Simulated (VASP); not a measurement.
VH2, 3 atoms in the cell. It takes space group Fm-3m (No. 225, cubic). Conventional cell: a = 4.271 Å, b = 4.271 Å, c = 4.271 Å, α = 90.00°, β = 90.00°, γ = 90.00°. Within 2.5 Å of V (site symmetry m-3m) lie 8 H at 1.85 Å. Within 2.5 Å of H (site symmetry -43m) lie 4 V at 1.85 Å and 6 H at 2.14 Å. 

- Program: VASP 6.6.1
- Task: single point
- Functional: PBEsol
- Potentials or basis: VASP PAW PBE potentials, release 64 (V_sv, H)
- Cutoff: 500 eV
- k mesh: 5 × 5 × 5
- Occupations: methfessel-paxton, width 0.1 eV
- Spin: collinear spin, zero start
- Starting moments: [0.0, 0.0, 0.0] μB
- Fixed moment: 0 μB
- Dipole correction: no
- Further INCAR settings: ALGO = Normal; EDIFF = 1e-06; NBANDS = 18

Potentials or basis: VASP PAW PBE potentials, release 64 (V_sv, H).

The run is started by

```sh
$ cat potpaw_PBE.64/V_sv/POTCAR potpaw_PBE.64/H/POTCAR > POTCAR
$ mpirun -np 1 vasp_std > vasp.out
```

Hardware: 1 thread of Intel Xeon 8259CL, with other jobs on the host.

**Question.** Estimate the wall time of this run.

**Answer.** It took 15 s on 1 thread of Intel Xeon 8259CL, on a shared host, peak memory 0.15 GiB. Counts: scf iterations 12, k points 10.
